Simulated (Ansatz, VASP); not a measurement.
Ag: VASP beside Ansatz

File POSCAR:

```
Ag
1.0
   -1.6216095446      1.6216095446      1.6216095446
    1.6216095446     -1.6216095446      1.6216095446
    1.6216095446      1.6216095446     -1.6216095446
Ag
1
Direct
    0.0000000000      0.0000000000      0.0000000000
```

INCAR.step1

```
  ALGO = Normal
  EDIFF = 1E-4
  ENCUT = 600
  GGA = PE
  ISMEAR = -1
  LASPH = True
  LCHARG = False
  LREAL = False
  LWAVE = True
  NELM = 80
  PREC = Accurate
  SIGMA = 0.1
```

The input INCAR.step2:

```
  ALGO = Normal
  EDIFF = 1E-7
  EDIFFG = -0.01
  ENCUT = 600
  IBRION = 2
  ISIF = 3
  ISMEAR = -1
  ISTART = 1
  LASPH = True
  LCHARG = False
  LMIXTAU = True
  LREAL = False
  LWAVE = False
  METAGGA = R2SCAN
  NELM = 80
  NSW = 80
  PREC = Accurate
  SIGMA = 0.1
```

Contents of KPOINTS:

```
k-points
0
Gamma
  14 14 14
```

Input for Ansatz:

```yaml
crystal:
  lattice:
    - [-1.6216095446, 1.6216095446, 1.6216095446]
    - [1.6216095446, -1.6216095446, 1.6216095446]
    - [1.6216095446, 1.6216095446, -1.6216095446]
  atoms:
    - { symbol: Ag, position: [0.0, 0.0, 0.0] }
hamiltonian:
  xc: r2scan
  pseudopotentials:
    kind: paw
    azcp:
      Ag: "pseudopotentials/Ag.paw.azcp"
basis:
  ecutwfc: 500
  fft_grid_basis: typed
kpoints:
  mp_grid: { grid: [14, 14, 14], shift: [0, 0, 0] }
magnetization:
  spin_polarized: false
scf:
  occupations: { method: fermi_dirac, width: 0.1 }
relax:
  max_steps: 60
  f_tol: 0.01
  cell: {}
output:
  write_density: true
  write_potential: true
  elf: true
  volumetric_format: npy
```

Alike in both runs: task relaxation of cell and atoms; functional r2SCAN; k mesh 14 × 14 × 14; occupations fermi-dirac, width 0.1 eV; no spin polarisation.

|  | VASP | Ansatz |
| --- | --- | --- |
| version | VASP 6.6.1 | Ansatz 0.2.0 |
| potentials or method | VASP PAW PBE potentials, release 64 (Ag), cutoff 600 eV | plane waves (500 eV) with PAW, scalar-relativistic |
| valence electrons in the cell | 11 | 19 |

Ansatz gave:

| Quantity | Value |
| --- | --- |
| relaxed volume (Å³/atom) | 17.45 |
| relaxed length of the cell vector where the two differ most in proportion (Å) | 2.830 |

Problem. What did VASP give for the same quantities?

Solution. Relaxed volume (Å³/atom): 17.47; relaxed length of the cell vector where the two differ most in proportion (Å): 2.831.

VASP's potentials were made for PBE, not for r2SCAN. VASP's potentials hold 11 valence electrons a cell and Ansatz's 19, so a difference there can come from the potentials and not from the codes.
